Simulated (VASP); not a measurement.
Runs of VASP 6.6.1 on C. Symmetry: Cmme, No. 67, orthorhombic system. The conventional cell has a = 2.456 Å, b = 4.254 Å, c = 7.173 Å, α = 90.00°, β = 90.00°, γ = 90.00°. Within 1.9 Å of C (site symmetry m) lie 3 C at 1.42 Å. 

| k mesh | gap on the mesh (eV) | pressure (GPa) | largest force (eV/Å) |
| --- | --- | --- | --- |
| 13 × 13 × 4 | 0.76 | -3.2 | 0.02 |
| 8 × 8 × 3 | 1.31 | -3.2 | 0.05 |
| 6 × 6 × 2 | 0.02 | -3.0 | 0.02 |
| 10 × 10 × 3 | 1.22 | -3.2 | 0.02 |
| 3 × 3 × 1 | (b) | (a) | 0.03 |
| 5 × 5 × 2 | 1.97 | -3.0 | (c) |

Alike in all rows: task single point; level LDA; potentials or basis VASP PAW LDA potentials, release 64 (C); no spin polarisation; cell as given; cutoff (eV) 520; smearing fermi-dirac 0.1 eV.

Fill in the values left out.

(a) -1.3; (b) 0.31; (c) 0.06.

Caveats: some runs use coarse meshes.

A k mesh can miss the band edges.
